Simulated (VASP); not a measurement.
# Ta in VASP: further runs

Runs on Ta. Level: PBE. Tasks: single point.

Everything below comes from runs of VASP 6.6.1. Logs are shortened: lines on timing, memory, paths and dates and some standing lists are left out, and cuts for length are marked.

**1. The cell of the first run**

The cell holds a slab with vacuum, 5 atoms: a = 4.695 Å, b = 4.695 Å, c = 19.833 Å, α = 90.00°, β = 90.00°, γ = 120.00°.

**2. Single point, PBE**

INCAR

```
PREC = Accurate
ENCUT = 520
EDIFF = 1E-6
ISMEAR = -1
SIGMA = 0.08
LREAL = F
LASPH = T
NELM = 100
ALGO = Normal
ISIF = 2
LWAVE = F
LCHARG = F
LDIPOL = T
IDIPOL = 3
DIPOL = 0.5 0.5 0.500
GGA = PE
NBANDS = 36
```

KPOINTS

```
regular mesh
0
Gamma
  9 9 1
```

POSCAR

```
Ta
1.0
    4.6945593029      0.0000000000      0.0000000000
   -2.3472796515      4.0656076159      0.0000000000
    0.0000000000      0.0000000000     19.8331000000
Ta
5
Direct
    0.8333333333      0.1666666667      0.4154101530
    0.1666666667      0.8333333333      0.4560260652
    0.5000000000      0.5000000000      0.4999999991
    0.8333333333      0.1666666667      0.5439739343
    0.1666666667      0.8333333333      0.5845898484
```

Potentials or basis: VASP PAW PBE potentials, release 64 (Ta_pv).

The run is started by

```sh
$ cat potpaw_PBE.64/Ta_pv/POTCAR > POTCAR
$ mpirun -np 1 vasp_std > vasp.out
```

OUTCAR:

```text
PREC = Accurate
   ENCUT = 520
   EDIFF = 1E-6
   ISMEAR = -1
   LREAL = F
   LASPH = T
   NELM = 100
   ISIF = 2
   GGA = PE

 ion  position               nearest neighbor table
   1  0.833  0.167  0.415-   4 2.55   2 2.83   2 2.83   2 2.83   3 3.19   3 3.19   3 3.19
   2  0.167  0.833  0.456-   5 2.55   1 2.83   1 2.83   1 2.83   3 2.85   3 2.85   3 2.85   4 3.22
                             4 3.22   4 3.22
   3  0.500  0.500  0.500-   2 2.85   2 2.85   2 2.85   4 2.85   4 2.85   4 2.85   1 3.19   1 3.19
                             1 3.19   5 3.19   5 3.19   5 3.19
   4  0.833  0.167  0.544-   1 2.55   5 2.83   5 2.83   5 2.83   3 2.85   3 2.85   3 2.85   2 3.22
                             2 3.22   2 3.22
   5  0.167  0.833  0.585-   2 2.55   4 2.83   4 2.83   4 2.83   3 3.19   3 3.19   3 3.19

  LATTYP: Found a hexagonal cell.
 ALAT       =     4.6945593029
 C/A-ratio  =     4.2246990016

  Lattice vectors:

 A1 = (   4.6945593029,   0.0000000000,   0.0000000000)
 A2 = (  -2.3472796515,   4.0656076159,   0.0000000000)
 A3 = (   0.0000000000,   0.0000000000,  19.8331000000)

Analysis of symmetry for initial positions (statically):
=====================================================================
 Subroutine PRICEL returns:
 Original cell was already a primitive cell.

 Routine SETGRP: Setting up the symmetry group for a
 hexagonal supercell.

 Subroutine GETGRP returns: Found 12 space group operations
 (whereof  4 operations were pure point group operations)
 out of a pool of 24 trial point group operations.

The static configuration has the point symmetry C_2h.
 The point group associated with its full space group is D_3d.

Analysis of symmetry for dynamics (positions and initial velocities):
=====================================================================
 Subroutine PRICEL returns:
 Original cell was already a primitive cell.

 Routine SETGRP: Setting up the symmetry group for a
 hexagonal supercell.

 Subroutine GETGRP returns: Found 12 space group operations
 (whereof  4 operations were pure point group operations)
 out of a pool of 24 trial point group operations.

The dynamic configuration has the point symmetry C_2h.
 The point group associated with its full space group is D_3d.

 Subroutine INISYM returns: Found 12 space group operations
 (whereof  4 operations are pure point group operations),
 and found     1 'primitive' translations

----------------------------------------------------------------------------------------

                                     Primitive cell

  volume of cell :     378.5392

  direct lattice vectors                    reciprocal lattice vectors
     4.694559303  0.000000000  0.000000000     0.213012540  0.122982847  0.000000000
    -2.347279652  4.065607616  0.000000000     0.000000000  0.245965694  0.000000000
     0.000000000  0.000000000 19.833100000     0.000000000  0.000000000  0.050420761

  length of vectors
     4.694559303  4.694559303 19.833100000     0.245965694  0.245965694  0.050420761

  position of ions in fractional coordinates (direct lattice)
     0.833333333  0.166666667  0.415410153
     0.166666667  0.833333333  0.456026065
     0.500000000  0.500000000  0.499999999
     0.833333333  0.166666667  0.543973934
     0.166666667  0.833333333  0.584589848

  ion indices of the primitive-cell ions
   primitive index   ion index
                 1           1
                 2           2
                 3           3
                 4           4
                 5           5

----------------------------------------------------------------------------------------

 KPOINTS: regular mesh

Automatic generation of k-mesh.
 Grid dimensions read from file:
 generate k-points for:    9    9    1

 Generating k-lattice:

  Cartesian coordinates                     Fractional coordinates (reciprocal lattice)
     0.023668060  0.013664761  0.000000000     0.111111111  0.000000000  0.000000000
     0.000000000  0.027329522  0.000000000     0.000000000  0.111111111  0.000000000
     0.000000000  0.000000000  0.050420761     0.000000000  0.000000000  1.000000000

  Length of vectors
     0.027329522  0.027329522  0.050420761

  Shift w.r.t. Gamma in fractional coordinates (k-lattice)
     0.000000000  0.000000000  0.000000000

 Subroutine IBZKPT returns following result:
 ===========================================

 Found     12 irreducible k-points:

 Following reciprocal coordinates:
            Coordinates               Weight
  0.000000  0.000000  0.000000      1.000000
  0.111111  0.000000  0.000000      6.000000
  0.222222  0.000000  0.000000      6.000000
  0.333333  0.000000  0.000000      6.000000
  0.444444  0.000000  0.000000      6.000000
  0.111111  0.111111  0.000000      6.000000
  0.222222  0.111111  0.000000     12.000000
  0.333333  0.111111  0.000000     12.000000
  0.444444  0.111111  0.000000      6.000000
  0.222222  0.222222  0.000000      6.000000
  0.333333  0.222222  0.000000     12.000000
  0.333333  0.333333  0.000000      2.000000
   k-points           NKPTS =     12   k-points in BZ     NKDIM =     12   number of bands    NBANDS=     36
   number of dos      NEDOS =    301   number of ions     NIONS =      5
   total plane-waves  NPLWV = 194400
   dimension x,y,z NGX =    36 NGY =   36 NGZ =  150
   dimension x,y,z NGXF=    72 NGYF=   72 NGZF=  300
   ions per type =               5
   NGX,Y,Z   is equivalent  to a cutoff of  12.75, 12.75, 12.57 a.u.
   NGXF,Y,Z  is equivalent  to a cutoff of  25.50, 25.50, 25.15 a.u.
 SYSTEM =  unknown system
   PREC   = accura    normal or accurate (medium, high low for compatibility)
   ISTART =      0    job   : 0-new  1-cont  2-samecut
   ICHARG =      2    charge: 1-file 2-atom 10-const
   ISPIN  =      1    spin polarized calculation?
   LNONCOLLINEAR =      F non collinear calculations
   LSORBIT =      F    spin-orbit coupling
   LASPH  =      T    aspherical Exc in radial PAW
   ENCUT  =  520.0 eV  38.22 Ry    6.18 a.u.   8.73  8.73 36.88*2*pi/ulx,y,z
   NELM   =    100;   NELMIN=  2; NELMDL= -5     # of ELM steps
   EDIFF  = 0.1E-05   stopping-criterion for ELM
   LREAL  =      F    real-space projection
   EDIFFG = 0.1E-04   stopping-criterion for IOM
   NSW    =      0    number of steps for IOM
   IBRION =     -1    ionic relax: 0-MD 1-quasi-New 2-CG
   NFREE  =      0    steps in history (QN), initial steepest desc. (CG)
   ISIF   =      2    stress and relaxation
   ISYM   =      2    0-nonsym 1-usesym 2-fastsym
   POTIM  = 0.5000    time-step for ionic-motion
   TEBEG  =    0.0;   TEEND  =   0.0 temperature during run
   PSTRESS=    0.0 pullay stress
   NELECT =      55.0000    total number of electrons
   NUPDOWN=      -1.0000    fix difference up-down
   EMIN   =  10.00;   EMAX   =-10.00  energy-range for DOS
   EFERMI =   0.00;   METHOD = LEGACY
   ISMEAR =    -1;   SIGMA  =   0.08  broadening in eV -4-tet -1-fermi 0-gaus
   EFERMI_NEDOS =   21; number of points for ismear=-14 and -15
   IALGO  =     38    algorithm
   IMIX   =      4    mixing-type and parameters
     AMIX     =   0.40;   BMIX     =  1.00
     AMIX_MAG =   1.60;   BMIX_MAG =  1.00
  volume/ion in A,a.u.               =      75.71       510.90
  Fermi-wavevector in a.u.,A,eV,Ry     =   0.860648  1.626388 10.078033  0.740715
  Thomas-Fermi vector in A             =   1.978184
   LORBIT       =      0    0 simple, 1 ext, 2 COOP (PROOUT), +10 PAW based schemes
   GGA     = PE    functional components
   LHFCALC =     F    Hartree Fock is set to
   AEXX    =    0.0000 exact exchange contribution
   IVDW    =     0    specifies the selected vdW correction
   LEPSILON=     F    determine dielectric tensor
   LRPA    =     F    only Hartree local field effects (RPA)
 non-spin polarized calculation
  energy-cutoff  :      520.00
  volume of cell :      378.54
 maximum number of plane-waves:     10238
 NGX is ok and might be reduce to    36
   NGX = 17   NGY = 17   NGZ = 73

 number of electron      54.9999992 magnetization

 dipolmoment           0.000000      0.000000      0.000000 electrons x Angstroem

 Free energy of the ion-electron system (eV)
  ---------------------------------------------------
  ext. energy  EPLUGINS =         0.00000000
  ---------------------------------------------------
  free energy    TOTEN  =       -52.61123139 eV

  energy without entropy =      -52.50251663  energy(sigma->0) =      -52.55687401

 E-fermi :  -1.3816     XC(G=0):  -4.1122

 val. band max:       -1.4138262859   @ k =   0.3333   0.2222   0.0000
 cond. band min:      -1.3629998726   @ k =   0.2222   0.2222   0.0000
 fundamental gap:      0.0508264133
 Fermi energy:        -1.3816131069

 k-point     1 :       0.0000    0.0000    0.0000
  band No.  band energies     occupation
      1     -35.8977      2.00000
      2     -35.8607      2.00000
      3     -35.6548      2.00000
      4     -35.6548      2.00000
      5     -35.6340      2.00000
      6     -35.6340      2.00000
[... 28 lines left out ...]
     35       1.3570      0.00000
     36       1.3570      0.00000

 k-point     2 :       0.1111    0.0000    0.0000
  band No.  band energies     occupation
      1     -35.9089      2.00000
      2     -35.8654      2.00000
      3     -35.7375      2.00000
      4     -35.7163      2.00000
      5     -35.5576      2.00000
      6     -35.5500      2.00000
[... 28 lines left out ...]
     35       1.2763      0.00000
     36       1.3349      0.00000

 k-point     3 :       0.2222    0.0000    0.0000
  band No.  band energies     occupation
      1     -35.9403      2.00000
      2     -35.8773      2.00000
      3     -35.8187      2.00000
      4     -35.7247      2.00000
      5     -35.5638      2.00000
      6     -35.5586      2.00000
[... 28 lines left out ...]
     35       1.0407      0.00000
     36       1.3341      0.00000
[... 274 lines left out ...]
 k-point    11 :       0.3333    0.2222    0.0000
  band No.  band energies     occupation
      1     -35.9839      2.00000
      2     -35.9539      2.00000
      3     -35.7745      2.00000
      4     -35.6998      2.00000
      5     -35.6617      2.00000
      6     -35.5567      2.00000
[... 28 lines left out ...]
     35       0.7806      0.00000
     36       1.1425      0.00000

 k-point    12 :       0.3333    0.3333    0.0000
  band No.  band energies     occupation
      1     -35.9725      2.00000
      2     -35.9724      2.00000
      3     -35.7195      2.00000
      4     -35.7168      2.00000
      5     -35.6373      2.00000
      6     -35.6373      2.00000
[... 28 lines left out ...]
     35       0.6553      0.00000
     36       0.8839      0.00000

------------------------ aborting loop because EDIFF is reached ----------------------------------------

 vacuum level on the upper side and lower side of the slab       (xc-potential included)        -0.123        -0.123

  FORCE on cell =-STRESS in cart. coord.  units (eV):
  Direction    XX          YY          ZZ          XY          YZ          ZX
  --------------------------------------------------------------------------------------
  -------------------------------------------------------------------------------------
  Total       -3.4873205     -3.4873205      0.0374618      0.0000000      0.0000000      0.0000000
  in kB      -14.7601764    -14.7601764      0.1585580      0.0000000      0.0000000      0.0000000
  external PRESSURE =      -9.7872649 kB  Pullay stress =       0.0000000 kB

 VOLUME and BASIS-vectors are now :
 -----------------------------------------------------------------------------
  energy-cutoff  :      520.00
  volume of cell :      378.54
      direct lattice vectors                 reciprocal lattice vectors
     4.694559303  0.000000000  0.000000000     0.213012540  0.122982847  0.000000000
    -2.347279652  4.065607616  0.000000000     0.000000000  0.245965694  0.000000000
     0.000000000  0.000000000 19.833100000     0.000000000  0.000000000  0.050420761

 POSITION                                       TOTAL-FORCE (eV/Angst)
 -----------------------------------------------------------------------------------
      3.52092      0.67760      8.23887         0.000000     -0.000000     -0.012468
     -1.17364      3.38801      9.04441         0.000000     -0.000000     -0.013847
      1.17364      2.03280      9.91655         0.000000     -0.000000      0.000000
      3.52092      0.67760     10.78869        -0.000000      0.000000      0.013847
     -1.17364      3.38801     11.59423         0.000000      0.000000      0.012468
 -----------------------------------------------------------------------------------
    total drift:                                0.000000     -0.000000      0.000056

  FREE ENERGIE OF THE ION-ELECTRON SYSTEM (eV)
  ---------------------------------------------------
  free  energy   TOTEN  =       -52.6112313924 eV

  energy  without entropy=      -52.5025166288  energy(sigma->0) =      -52.55687401

 vacuum level on the upper side and lower side of the slab         2.239         2.239
```

Run time: 3.3 min. Hardware: 1 thread of Intel Xeon 6975P-C (Granite Rapids), shared host; peak memory 0.47 GiB.

Results:

* Free energy: -52.6112 eV
* Largest force: 0.014 eV/Å

Forces in eV/Å, atoms in the order of the input:
```
Ta   0.000  0.000 -0.012
Ta   0.000  0.000 -0.014
Ta   0.000  0.000  0.000
Ta   0.000  0.000  0.014
Ta   0.000  0.000  0.012
```

Caveat: spin-orbit coupling is left out, which moves the levels of the heavy elements.

(Continued in part 2 of 2.)
